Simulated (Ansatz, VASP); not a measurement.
## Si in VASP and in Ansatz

```
CELL_PARAMETERS angstrom
3.75142 0.00000 0.00000
-1.87571 3.24882 0.00000
0.00000 0.00000 6.27231
ATOMIC_POSITIONS crystal
Si 0.00000 0.00000 0.81190
Si 0.00000 0.00000 0.18810
Si 0.33333 0.66667 0.66350
Si 0.66667 0.33333 0.33650
```

Alike in both runs: task single point; functional PBE; k mesh 12 × 12 × 8; occupations gaussian, width 0.1 eV; no spin polarisation.

```csv
,VASP,Ansatz
version,VASP 6.6.1,Ansatz 0.2.0
potentials or method,"VASP PAW PBE potentials, release 64 (Si), cutoff 520 eV","scalar-relativistic, plane waves, PAW"
valence electrons in the cell,16,16
```

Ansatz gave:

| Property | Result |
| --- | --- |
| gap on the k mesh at the Fermi level (eV) | none |
| pressure (GPa) | 0.0 |
| rms of the force components (eV/Å) | 0.001 |

Question: Estimate VASP's values.

Answer: gap on the k mesh at the Fermi level (eV): none; pressure (GPa): 0.0; rms of the force components (eV/Å): 0.004.

Atom by atom the forces differ by 0.003 eV/Å (rms over components). A gap of «none» marks a metal or a gap that the smearing closes. With one functional, cell and mesh, what is left measures potentials, basis and numerics.
